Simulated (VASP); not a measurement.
A run of VASP 6.6.1:

File INCAR:

```
SYSTEM = Sc
ALGO     = Normal         ! electronic algorithm
EDIFF    = 1E-6           ! SCF threshold, eV
ENCUT    = 520            ! plane-wave cutoff, eV
GGA      = PS             ! functional
ISIF     = 2              ! what is computed and relaxed
ISMEAR   = -1             ! smearing method
LASPH    = .TRUE.         ! aspherical terms in the spheres
LCHARG   = .TRUE.         ! write CHGCAR
LELF     = .TRUE.         ! ELF
LREAL    = .FALSE.        ! projectors in reciprocal space
LVHAR    = .TRUE.       
LWAVE    = .FALSE.        ! write WAVECAR
NBANDS   = 18             ! bands
NELM     = 60             ! most SCF steps
PREC     = Accurate       ! precision mode
SIGMA    = 0.05           ! smearing width, eV
```

The input KPOINTS:

```
k-points
0
G
  6 6 4
  0 0 0
```

Contents of POSCAR:

```
Sc
1.0
    3.1416923581      0.0000000000      0.0000000000
   -1.5708461790      2.7207853930      0.0000000000
    0.0000000000      0.0000000000      4.8188274371
Sc
2
Direct
    0.3333333333      0.6666666667      0.2500000000
    0.6666666667      0.3333333333      0.7500000000
```

Potentials or basis: VASP PAW PBE potentials, release 64 (Sc_sv).

Launch:

```bash
$ cat potpaw_PBE.64/Sc_sv/POTCAR > POTCAR
$ mpirun -np 1 vasp_std > vasp.out
```

Hardware: 1 thread of Intel(R) Xeon(R) Platinum 8488C (Sapphire Rapids), with other jobs on the host.

Task: How long does it take, and how much memory?

Result: Wall time 12 s on 1 thread of Intel(R) Xeon(R) Platinum 8488C (Sapphire Rapids), with other jobs on the host, peak memory 0.15 GiB. Counts: scf iterations 12, k points 21.
